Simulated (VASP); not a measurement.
# Ta (Im-3m) in VASP: relaxation of cell and atoms with PBE

Aim: the relaxation of cell and atoms of Ta with PBE.

Program: VASP 6.6.1. These are calculated values, not measurements. Logs are shortened: lines on timing, memory, paths and dates and some standing lists are left out, and cuts for length are marked.

### 1 The cell of the first run

The structure is cubic, space group Im-3m (No. 229). Conventional cell: a = 3.308 Å, b = 3.308 Å, c = 3.308 Å, α = 90.00°, β = 90.00°, γ = 90.00°. Ta (site symmetry m-3m) has 14 Ta at 2.86 to 3.31 Å within 3.8 Å.

### 2 Relaxation of cell and atoms, PBE

Contents of INCAR:

```
  PREC = Accurate
  ENCUT = 600
  EDIFF = 1E-6
  ISMEAR = 0
  SIGMA = 0.1
  LREAL = F
  LASPH = T
  NELM = 60
  ALGO = Normal
  ISIF = 3
  LWAVE = F
  LCHARG = F
  GGA = PE
  IBRION = 2
  NSW = 80
  EDIFFG = -0.01
```

Contents of KPOINTS:

```
regular mesh
0
Gamma
  18 18 18
```

Contents of POSCAR:

```
Ta
1.0
   -1.6539927033      1.6539927033      1.6539927033
    1.6539927033     -1.6539927033      1.6539927033
    1.6539927033      1.6539927033     -1.6539927033
Ta
1
Direct
    0.0000000000      0.0000000000      0.0000000000
```

Potentials or basis: VASP PAW PBE potentials, release 64 (Ta_pv).

The run is started by

```console
$ cat potpaw_PBE.64/Ta_pv/POTCAR > POTCAR
$ mpirun -np 1 vasp_std > vasp.out
```

OUTCAR:

```text
PREC = Accurate
   ENCUT = 600
   EDIFF = 1E-6
   ISMEAR = 0
   LREAL = F
   LASPH = T
   NELM = 60
   ISIF = 3
   GGA = PE
   IBRION = 2
   NSW = 80
   EDIFFG = -0.01

 ion  position               nearest neighbor table
   1  0.000  0.000  0.000-

  LATTYP: Found a body centered cubic cell.
 ALAT       =     3.3079854066

  Lattice vectors:

 A1 = (  -1.6539927033,   1.6539927033,   1.6539927033)
 A2 = (   1.6539927033,  -1.6539927033,   1.6539927033)
 A3 = (   1.6539927033,   1.6539927033,  -1.6539927033)

Analysis of symmetry for initial positions (statically):
=====================================================================
 Subroutine PRICEL returns:
 Original cell was already a primitive cell.

 Routine SETGRP: Setting up the symmetry group for a
 body centered cubic supercell.

 Subroutine GETGRP returns: Found 48 space group operations
 (whereof 48 operations were pure point group operations)
 out of a pool of 48 trial point group operations.

The static configuration has the point symmetry O_h .

Analysis of symmetry for dynamics (positions and initial velocities):
=====================================================================
 Subroutine PRICEL returns:
 Original cell was already a primitive cell.

 Routine SETGRP: Setting up the symmetry group for a
 body centered cubic supercell.

 Subroutine GETGRP returns: Found 48 space group operations
 (whereof 48 operations were pure point group operations)
 out of a pool of 48 trial point group operations.

The dynamic configuration has the point symmetry O_h .

 Subroutine INISYM returns: Found 48 space group operations
 (whereof 48 operations are pure point group operations),
 and found     1 'primitive' translations

----------------------------------------------------------------------------------------

                                     Primitive cell

  volume of cell :      18.0993

  direct lattice vectors                    reciprocal lattice vectors
    -1.653992703  1.653992703  1.653992703     0.000000000  0.302298794  0.302298794
     1.653992703 -1.653992703  1.653992703     0.302298794  0.000000000  0.302298794
     1.653992703  1.653992703 -1.653992703     0.302298794  0.302298794  0.000000000

  length of vectors
     2.864799397  2.864799397  2.864799397     0.427515055  0.427515055  0.427515055
[... 87 lines left out ...]
   POTIM  = 0.5000    time-step for ionic-motion
   TEBEG  =    0.0;   TEEND  =   0.0 temperature during run
   PSTRESS=    0.0 pullay stress
   NELECT =      11.0000    total number of electrons
   NUPDOWN=      -1.0000    fix difference up-down
   EMIN   =  10.00;   EMAX   =-10.00  energy-range for DOS
   EFERMI =   0.00;   METHOD = LEGACY
   ISMEAR =     0;   SIGMA  =   0.10  broadening in eV -4-tet -1-fermi 0-gaus
   EFERMI_NEDOS =   21; number of points for ismear=-14 and -15
   IALGO  =     38    algorithm
   IMIX   =      4    mixing-type and parameters
     AMIX     =   0.40;   BMIX     =  1.00
     AMIX_MAG =   1.60;   BMIX_MAG =  1.00
  volume/ion in A,a.u.               =      18.10       122.14
  Fermi-wavevector in a.u.,A,eV,Ry     =   1.386709  2.620501 26.163501  1.922963
  Thomas-Fermi vector in A             =   2.511000
   LORBIT       =      0    0 simple, 1 ext, 2 COOP (PROOUT), +10 PAW based schemes
   GGA     = PE    functional components
   LHFCALC =     F    Hartree Fock is set to
   AEXX    =    0.0000 exact exchange contribution
   IVDW    =     0    specifies the selected vdW correction
   LEPSILON=     F    determine dielectric tensor
   LRPA    =     F    only Hartree local field effects (RPA)
 conjugate gradient relaxation of ions
 non-spin polarized calculation
 Gauss-broadening in eV      SIGMA  =   0.10
  energy-cutoff  :      600.00
  volume of cell :       18.10
 maximum number of plane-waves:       619
   NGX = 11   NGY = 11   NGZ = 11

--------------------------------------- Ionic step        1  -------------------------------------------

 number of electron      11.0000002 magnetization

 Free energy of the ion-electron system (eV)
  ---------------------------------------------------
  ext. energy  EPLUGINS =         0.00000000
  ---------------------------------------------------
  free energy    TOTEN  =       -11.81534785 eV

  energy without entropy =      -11.80928137  energy(sigma->0) =      -11.81231461

------------------------ aborting loop because EDIFF is reached ----------------------------------------

  FORCE on cell =-STRESS in cart. coord.  units (eV):
  Direction    XX          YY          ZZ          XY          YZ          ZX
  --------------------------------------------------------------------------------------
  -------------------------------------------------------------------------------------
  Total        0.2342198      0.2342198      0.2342198      0.0000000      0.0000000     -0.0000000
  in kB       20.7335384     20.7335384     20.7335384      0.0000000      0.0000000     -0.0000000
  external PRESSURE =      20.7335384 kB  Pullay stress =       0.0000000 kB
[... 57 lines left out ...]
--------------------------------------- Ionic step        3  -------------------------------------------

 number of electron      11.0000001 magnetization

 Free energy of the ion-electron system (eV)
  ---------------------------------------------------
  ext. energy  EPLUGINS =         0.00000000
  ---------------------------------------------------
  free energy    TOTEN  =       -11.81655382 eV

  energy without entropy =      -11.81046527  energy(sigma->0) =      -11.81350954

 E-fermi :   5.3726     XC(G=0): -12.5397

 val. band max:        5.3524150451   @ k =   0.1111   0.1111   0.0000
 cond. band min:       5.3740593157   @ k =   0.3333   0.1667   0.0556
 fundamental gap:      0.0216442705
 Fermi energy:         5.3726449516

 k-point     1 :       0.0000    0.0000    0.0000
  band No.  band energies     occupation
      1     -27.7684      2.00000
      2     -27.7684      2.00000
      3     -27.7684      2.00000
      4      -2.4944      2.00000
      5       6.0976      0.00000
      6       6.0976      0.00000
      7       6.0976      0.00000
      8       9.3166      0.00000
      9       9.3166      0.00000
[... 265 lines left out ...]
 k-point    24 :       0.3889    0.1111   -0.0000
  band No.  band energies     occupation
      1     -28.8150      2.00000
      2     -28.1600      2.00000
      3     -27.8239      2.00000
      4       1.4366      2.00000
      5       3.9817      2.00000
      6       5.9776      0.00000
      7       9.0624      0.00000
      8      10.3285      0.00000
      9      13.1124      0.00000

 [... further k-points ...]
[... 5 lines left out ...]
  --------------------------------------------------------------------------------------
  -------------------------------------------------------------------------------------
  Total       -0.0005364     -0.0005364     -0.0005364      0.0000000      0.0000000      0.0000000
  in kB       -0.0469858     -0.0469858     -0.0469858      0.0000000      0.0000000      0.0000000
  external PRESSURE =      -0.0469858 kB  Pullay stress =       0.0000000 kB
[... 16 lines left out ...]
  FREE ENERGIE OF THE ION-ELECTRON SYSTEM (eV)
  ---------------------------------------------------
  free  energy   TOTEN  =       -11.8165538207 eV

  energy  without entropy=      -11.8104652654  energy(sigma->0) =      -11.81350954

 reached required accuracy - stopping structural energy minimisation
```

OSZICAR:

```text
N       E                     dE             d eps       ncg     rms          rms(c)
DAV:   1     0.503333958824E+02    0.50333E+02   -0.70743E+03  3518   0.131E+03
DAV:   2    -0.114648802981E+02   -0.61798E+02   -0.60913E+02  4475   0.259E+02
[... 19 lines left out ...]
DAV:   1    -0.118506577039E+02   -0.40090E-01   -0.11233E+00  3554   0.153E+01    0.164E+00
DAV:   2    -0.118225514973E+02    0.28106E-01   -0.38781E-02  3578   0.252E+00    0.553E-01
DAV:   3    -0.118164214169E+02    0.61301E-02   -0.20390E-02  3646   0.174E+00    0.222E-01
DAV:   4    -0.118165566054E+02   -0.13519E-03   -0.26739E-04  4061   0.189E-01    0.238E-02
DAV:   5    -0.118165539644E+02    0.26410E-05   -0.28668E-05  3663   0.648E-02    0.131E-02
DAV:   6    -0.118165538207E+02    0.14366E-06   -0.52452E-07  2249   0.991E-03
   3 F= -.11816554E+02 E0= -.11813510E+02  d E =-.120597E-02
```

CONTCAR:

```text
Ta
   1.00000000000000
    -1.6597691861463342    1.6597691861463342    1.6597691861463342
     1.6597691861463342   -1.6597691861463342    1.6597691861463342
     1.6597691861463342    1.6597691861463342   -1.6597691861463342
  Ta
     1
Direct
     0.0000000000000000    0.0000000000000000    0.0000000000000000

  0.00000000E+00  0.00000000E+00  0.00000000E+00
```

It took 51 s on 1 thread of Intel Xeon 8259CL, shared host; peak memory 0.19 GiB.

What came out:

| Item | Value |
| --- | --- |
| Free energy | -11.8166 eV |
| Relaxed volume | 18.29 Å³/atom |
| Relaxed cell | a = 2.875 Å, b = 2.875 Å, c = 2.875 Å, α = 109.47°, β = 109.47°, γ = 109.47° |
| Space group after relaxing (to 0.1 Å) | Im-3m (No. 229) |
| Energy gained by relaxing | 1.2 meV/atom |
| Ionic steps | 3 |
| Pressure after relaxing | 0.0 GPa |
| Band gap on the k mesh | zero (an odd number of electrons rules out a gap without spin polarisation) |

Step by step:
```csv
step,energy change (eV),largest force (eV/Å),pressure (GPa),volume (Å³)
1,0.0000,0.0000,2.07,18.10
2,0.0048,0.0000,-4.36,18.72
3,-0.0012,0.0000,0.00,18.29
```

Final structure:
```cif
data_structure
_symmetry_space_group_name_H-M 'P 1'
_symmetry_Int_Tables_number 1
_cell_length_a 2.8748
_cell_length_b 2.8748
_cell_length_c 2.8748
_cell_angle_alpha 109.471
_cell_angle_beta 109.471
_cell_angle_gamma 109.471
_cell_volume 18.29
loop_
_atom_site_label
_atom_site_type_symbol
_atom_site_fract_x
_atom_site_fract_y
_atom_site_fract_z
_atom_site_occupancy
Ta1 Ta 0.00000 0.00000 0.00000 1
```

Caveat: spin-orbit coupling is left out, which moves the levels of the heavy elements. PBE usually gives volumes a little too large and moduli too small.
